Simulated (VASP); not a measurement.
# Pt (R-3m) in VASP: further runs

The runs below take Pt through single point, with LDA.

Everything below comes from runs of VASP 6.6.1. Logs are shortened: lines on timing, memory, paths and dates and some standing lists are left out, and cuts for length are marked.

### 1 The cell of the first run

It takes space group R-3m (No. 166, trigonal). The conventional cell has a = 2.780 Å, b = 2.780 Å, c = 6.661 Å, α = 90.00°, β = 90.00°, γ = 120.00°. Within 3.6 Å of Pt (site symmetry -3m) lie 12 Pt at 2.74 to 2.78 Å.

### 2 Single point, LDA

Input file INCAR:

```
SYSTEM = Pt
  PREC = Accurate
  ENCUT = 520
  EDIFF = 1E-6
  ISMEAR = 1
  SIGMA = 0.1
  LREAL = .FALSE.
  LASPH = .TRUE.
  NELM = 60
  ALGO = Fast
  ISIF = 2
  LWAVE = .FALSE.
  LCHARG = .FALSE.
  GGA = CA
  NBANDS = 22
```

Input file KPOINTS:

```
regular mesh
0
G
  18 18 8
  0 0 0
```

Input file POSCAR:

```
Pt
1.0
    2.7802452691      0.0000000000      0.0000000000
   -1.3901226346      2.4077630318      0.0000000000
    0.0000000000      0.0000000000      6.6608877746
Pt
3
Direct
    0.0000000000      0.0000000000      0.0000000000
    0.3333333333      0.6666666667      0.3333333333
    0.6666666667      0.3333333333      0.6666666667
```

Potentials or basis: VASP PAW LDA potentials, release 64 (Pt).

On the command line:

```sh
cat potpaw_LDA.64/Pt/POTCAR > POTCAR
mpirun -np 1 vasp_std > vasp.out
```

OUTCAR:

```text
SYSTEM = Pt
   PREC = Accurate
   ENCUT = 520
   EDIFF = 1E-6
   ISMEAR = 1
   LREAL = .FALSE.
   LASPH = .TRUE.
   NELM = 60
   ISIF = 2
   GGA = CA

 ion  position               nearest neighbor table
   1  0.000  0.000  0.000-   2 2.74   3 2.74   3 2.74   2 2.74   3 2.74   2 2.74
   2  0.333  0.667  0.333-   1 2.74   1 2.74   1 2.74   3 2.74   3 2.74   3 2.74
   3  0.667  0.333  0.667-   1 2.74   1 2.74   1 2.74   2 2.74   2 2.74   2 2.74

  LATTYP: Found a hexagonal cell.
 ALAT       =     2.7802452691
 C/A-ratio  =     2.3957914248

  Lattice vectors:

 A1 = (   2.7802452691,   0.0000000000,   0.0000000000)
 A2 = (  -1.3901226346,   2.4077630318,   0.0000000000)
 A3 = (   0.0000000000,   0.0000000000,   6.6608877746)

Analysis of symmetry for initial positions (statically):
=====================================================================
 Subroutine PRICEL returns following result:

  LATTYP: Found a trigonal (rhomboedric) cell.
 ALAT       =     2.7397631128
 COS(alpha) =     0.4851150509

  Lattice vectors:

 A1 = (   1.3901226343,   0.8025876774,  -2.2202959253)
 A2 = (   0.0000000002,  -1.6051753546,  -2.2202959246)
 A3 = (  -1.3901226344,   0.8025876772,  -2.2202959246)

   3 primitive cells build up your supercell.

 Routine SETGRP: Setting up the symmetry group for a
 hexagonal supercell.

 Subroutine GETGRP returns: Found 12 space group operations
 (whereof 12 operations were pure point group operations)
 out of a pool of 24 trial point group operations.

The static configuration has the point symmetry D_3d.

Analysis of symmetry for dynamics (positions and initial velocities):
=====================================================================
 Subroutine PRICEL returns following result:

  LATTYP: Found a trigonal (rhomboedric) cell.
 ALAT       =     2.7397631128
 COS(alpha) =     0.4851150509

  Lattice vectors:

 A1 = (   1.3901226343,   0.8025876774,  -2.2202959253)
 A2 = (   0.0000000002,  -1.6051753546,  -2.2202959246)
 A3 = (  -1.3901226344,   0.8025876772,  -2.2202959246)

   3 primitive cells build up your supercell.

 Routine SETGRP: Setting up the symmetry group for a
 hexagonal supercell.

 Subroutine GETGRP returns: Found 12 space group operations
 (whereof 12 operations were pure point group operations)
 out of a pool of 24 trial point group operations.

The dynamic configuration has the point symmetry D_3d.

 Subroutine INISYM returns: Found 12 space group operations
 (whereof 12 operations are pure point group operations),
 and found     3 'primitive' translations

----------------------------------------------------------------------------------------

                                     Primitive cell

  volume of cell :      14.8630

  direct lattice vectors                    reciprocal lattice vectors
     1.390122634  0.802587677 -2.220295925     0.359680497  0.207661632 -0.150130138
     0.000000000 -1.605175355 -2.220295925    -0.000000000 -0.415323263 -0.150130138
    -1.390122634  0.802587677 -2.220295925    -0.359680497  0.207661632 -0.150130138

  length of vectors
     2.739763113  2.739763112  2.739763112     0.441624808  0.441624808  0.441624809

  position of ions in fractional coordinates (direct lattice)
     0.000000000  0.000000000  0.000000000

  ion indices of the primitive-cell ions
   primitive index   ion index
                 1           1

----------------------------------------------------------------------------------------

 KPOINTS: regular mesh

Automatic generation of k-mesh.
 Grid dimensions read from file:
 generate k-points for:   18   18    8

 Generating k-lattice:

  Cartesian coordinates                     Fractional coordinates (reciprocal lattice)
     0.019982250  0.011536757  0.000000000     0.055555556 -0.000000000  0.000000000
     0.000000000  0.023073515  0.000000000     0.000000000  0.055555556  0.000000000
     0.000000000  0.000000000  0.018766267     0.000000000  0.000000000  0.125000000

  Length of vectors
     0.023073515  0.023073515  0.018766267

  Shift w.r.t. Gamma in fractional coordinates (k-lattice)
     0.000000000  0.000000000  0.000000000

 Subroutine IBZKPT returns following result:
 ===========================================

 Found    266 irreducible k-points:

 Following reciprocal coordinates:
            Coordinates               Weight
  0.000000  0.000000  0.000000      1.000000
  0.055556 -0.000000  0.000000      6.000000
  0.111111 -0.000000  0.000000      6.000000
  0.166667 -0.000000  0.000000      6.000000
  0.222222 -0.000000  0.000000      6.000000
  0.277778  0.000000  0.000000      6.000000
[... 16 lines left out ...]
  0.333333  0.111111  0.000000     12.000000
  0.388889  0.111111  0.000000     12.000000
 [... further k-points ...]
   k-points           NKPTS =    266   k-points in BZ     NKDIM =    266   number of bands    NBANDS=     22
   number of dos      NEDOS =    301   number of ions     NIONS =      3
   total plane-waves  NPLWV =  28800
   dimension x,y,z NGX =    24 NGY =   24 NGZ =   50
   dimension x,y,z NGXF=    48 NGYF=   48 NGZF=  100
   ions per type =               3
   NGX,Y,Z   is equivalent  to a cutoff of  14.35, 14.35, 12.48 a.u.
   NGXF,Y,Z  is equivalent  to a cutoff of  28.70, 28.70, 24.96 a.u.
 SYSTEM =  Pt
   PREC   = accura    normal or accurate (medium, high low for compatibility)
   ISTART =      0    job   : 0-new  1-cont  2-samecut
   ICHARG =      2    charge: 1-file 2-atom 10-const
   ISPIN  =      1    spin polarized calculation?
   LNONCOLLINEAR =      F non collinear calculations
   LSORBIT =      F    spin-orbit coupling
   LASPH  =      T    aspherical Exc in radial PAW
   ENCUT  =  520.0 eV  38.22 Ry    6.18 a.u.   5.17  5.17 12.38*2*pi/ulx,y,z
   NELM   =     60;   NELMIN=  2; NELMDL= -5     # of ELM steps
   EDIFF  = 0.1E-05   stopping-criterion for ELM
   LREAL  =      F    real-space projection
[... 7 lines left out ...]
   TEBEG  =    0.0;   TEEND  =   0.0 temperature during run
   PSTRESS=    0.0 pullay stress
   NELECT =      30.0000    total number of electrons
   NUPDOWN=      -1.0000    fix difference up-down
   EMIN   =  10.00;   EMAX   =-10.00  energy-range for DOS
   EFERMI =   0.00;   METHOD = LEGACY
   ISMEAR =     1;   SIGMA  =   0.10  broadening in eV -4-tet -1-fermi 0-gaus
   EFERMI_NEDOS =   21; number of points for ismear=-14 and -15
   IALGO  =     68    algorithm
   IMIX   =      4    mixing-type and parameters
     AMIX     =   0.40;   BMIX     =  1.00
     AMIX_MAG =   1.60;   BMIX_MAG =  1.00
  volume/ion in A,a.u.               =      14.86       100.30
  Fermi-wavevector in a.u.,A,eV,Ry     =   1.434517  2.710843 27.998586  2.057838
  Thomas-Fermi vector in A             =   2.553916
   LORBIT       =      0    0 simple, 1 ext, 2 COOP (PROOUT), +10 PAW based schemes
   GGA     = CA    functional components
   LHFCALC =     F    Hartree Fock is set to
   AEXX    =    0.0000 exact exchange contribution
   IVDW    =     0    specifies the selected vdW correction
   LEPSILON=     F    determine dielectric tensor
   LRPA    =     F    only Hartree local field effects (RPA)
 non-spin polarized calculation
 RMM-DIIS sequential band-by-band and
 Methfessel and Paxton  Order N= 1 SIGMA  =   0.10
  energy-cutoff  :      520.00
  volume of cell :       44.59
 maximum number of plane-waves:      1220
 NGX is ok and might be reduce to    24
   NGX = 11   NGY = 11   NGZ = 25

 number of electron      30.0000001 magnetization

 Free energy of the ion-electron system (eV)
  ---------------------------------------------------
  ext. energy  EPLUGINS =         0.00000000
  ---------------------------------------------------
  free energy    TOTEN  =       -22.50342713 eV

  energy without entropy =      -22.50228432  energy(sigma->0) =      -22.50304620

 E-fermi :  11.4228     XC(G=0): -13.7716

 val. band max:       11.4226665202   @ k =   0.3333   0.2222   0.3750
 cond. band min:      11.4260737897   @ k =   0.4444   0.0556   0.3750
 fundamental gap:      0.0034072695
 Fermi energy:        11.4228428301

 k-point     1 :       0.0000    0.0000    0.0000
  band No.  band energies     occupation
      1       1.0151      2.00000
      2       3.8464      2.00000
      3       3.8465      2.00000
      4       7.4116      2.00000
      5       7.4116      2.00000
      6       7.6995      2.00000
[... 14 lines left out ...]
     21      25.9966      0.00000
     22      26.8132      0.00000

 k-point     2 :       0.0556   -0.0000    0.0000
  band No.  band energies     occupation
      1       1.1254      2.00000
      2       3.9490      2.00000
      3       3.9537      2.00000
      4       7.3589      2.00000
      5       7.4568      2.00000
      6       7.6474      2.00000
[... 14 lines left out ...]
     21      26.1689      0.00000
     22      26.9431      0.00000

 k-point     3 :       0.1111   -0.0000    0.0000
  band No.  band energies     occupation
      1       1.4488      2.00000
      2       4.2273      2.00000
      3       4.2706      2.00000
      4       7.2159      2.00000
      5       7.3148      2.00000
      6       7.3874      2.00000
[... 14 lines left out ...]
     21      26.6512      0.00000
     22      27.2064      0.00000

 k-point     4 :       0.1667   -0.0000    0.0000
  band No.  band energies     occupation
      1       1.9598      2.00000
      2       4.5850      2.00000
      3       4.7650      2.00000
      4       6.6520      2.00000
      5       6.9848      2.00000
      6       7.0244      2.00000
[... 14 lines left out ...]
     21      26.6813      0.00000
     22      27.6137      0.00000

 k-point     5 :       0.2222   -0.0000    0.0000
  band No.  band energies     occupation
      1       2.6079      2.00000
      2       4.8318      2.00000
      3       5.3290      2.00000
      4       6.0245      2.00000
      5       6.6589      2.00000
      6       6.8483      2.00000
[... 14 lines left out ...]
     21      25.2039      0.00000
     22      26.5293      0.00000

 k-point     6 :       0.2778    0.0000    0.0000
  band No.  band energies     occupation
      1       3.3027      2.00000
      2       4.8196      2.00000
      3       5.4941      2.00000
      4       5.5882      2.00000
      5       6.7310      2.00000
      6       6.7713      2.00000
[... 14 lines left out ...]
     21      24.5977      0.00000
     22      25.0342      0.00000

 k-point     7 :       0.3333   -0.0000    0.0000
  band No.  band energies     occupation
      1       3.9081      2.00000
      2       4.6228      2.00000
      3       5.0952      2.00000
      4       5.4028      2.00000
      5       6.8353      2.00000
      6       6.8866      2.00000
[... 324 lines left out ...]
      6       6.7521      2.00000
[... 14 lines left out ...]
     21      25.0628      0.00000
     22      25.6212      0.00000

 k-point    21 :       0.2222    0.1111    0.0000
  band No.  band energies     occupation
      1       3.5937      2.00000
      2       5.1538      2.00000
      3       5.5946      2.00000
      4       5.7600      2.00000
      5       6.4039      2.00000
      6       6.6623      2.00000
[... 14 lines left out ...]
     21      24.5015      0.00000
     22      24.5277      0.00000

 k-point    22 :       0.2778    0.1111    0.0000
  band No.  band energies     occupation
      1       4.2165      2.00000
      2       4.8885      2.00000
      3       5.2649      2.00000
      4       5.5744      2.00000
      5       6.5495      2.00000
      6       6.7470      2.00000
[... 14 lines left out ...]
     21      23.4271      0.00000
     22      23.7761      0.00000

 k-point    23 :       0.3333    0.1111    0.0000
  band No.  band energies     occupation
      1       4.6140      2.00000
      2       4.6307      2.00000
      3       5.0376      2.00000
      4       5.3507      2.00000
      5       6.5108      2.00000
      6       7.0614      2.00000
[... 14 lines left out ...]
     21      21.6283      0.00000
     22      23.2674      0.00000

 k-point    24 :       0.3889    0.1111    0.0000
  band No.  band energies     occupation
      1       4.4314      2.00000
      2       4.8533      2.00000
      3       4.8961      2.00000
      4       5.1587      2.00000
      5       6.5714      2.00000
      6       6.9523      2.00000
[... 14 lines left out ...]
     21      19.8905      0.00000
     22      22.6331      0.00000

 [... further k-points ...]

------------------------ aborting loop because EDIFF is reached ----------------------------------------

  FORCE on cell =-STRESS in cart. coord.  units (eV):
  Direction    XX          YY          ZZ          XY          YZ          ZX
  --------------------------------------------------------------------------------------
  -------------------------------------------------------------------------------------
  Total       -0.6363021     -0.6363021      0.2577097      0.0000000      0.0000000     -0.0000000
  in kB      -22.8636180    -22.8636180      9.2600307      0.0000000      0.0000000     -0.0000000
  external PRESSURE =     -12.1557351 kB  Pullay stress =       0.0000000 kB

 VOLUME and BASIS-vectors are now :
 -----------------------------------------------------------------------------
  energy-cutoff  :      520.00
  volume of cell :       44.59
      direct lattice vectors                 reciprocal lattice vectors
     2.780245269  0.000000000  0.000000000     0.359680497  0.207661632  0.000000000
    -1.390122635  2.407763032  0.000000000     0.000000000  0.415323263  0.000000000
     0.000000000  0.000000000  6.660887775     0.000000000  0.000000000  0.150130138

 POSITION                                       TOTAL-FORCE (eV/Angst)
 -----------------------------------------------------------------------------------
      0.00000      0.00000      0.00000         0.000000     -0.000000     -0.000000
     -0.00000      1.60518      2.22030         0.000000      0.000000      0.000000
      1.39012      0.80259      4.44059        -0.000000     -0.000000     -0.000000
 -----------------------------------------------------------------------------------
    total drift:                               -0.000000      0.000000     -0.000000

  FREE ENERGIE OF THE ION-ELECTRON SYSTEM (eV)
  ---------------------------------------------------
  free  energy   TOTEN  =       -22.5034271324 eV

  energy  without entropy=      -22.5022843215  energy(sigma->0) =      -22.50304620
```

Run time: 3.3 min. Hardware: 1 thread of Intel Xeon 6975P-C (Granite Rapids), shared host; peak memory 0.3 GiB.

Results:

```
Free energy            : -22.5034 eV
Pressure               : -1.2 GPa
Band gap on the k mesh : zero (bands 15 and 16 overlap by 2.04 eV)
```

Caveat: spin-orbit coupling is left out, which moves the levels of the heavy elements.

(Part 1 of 2 ends here.)
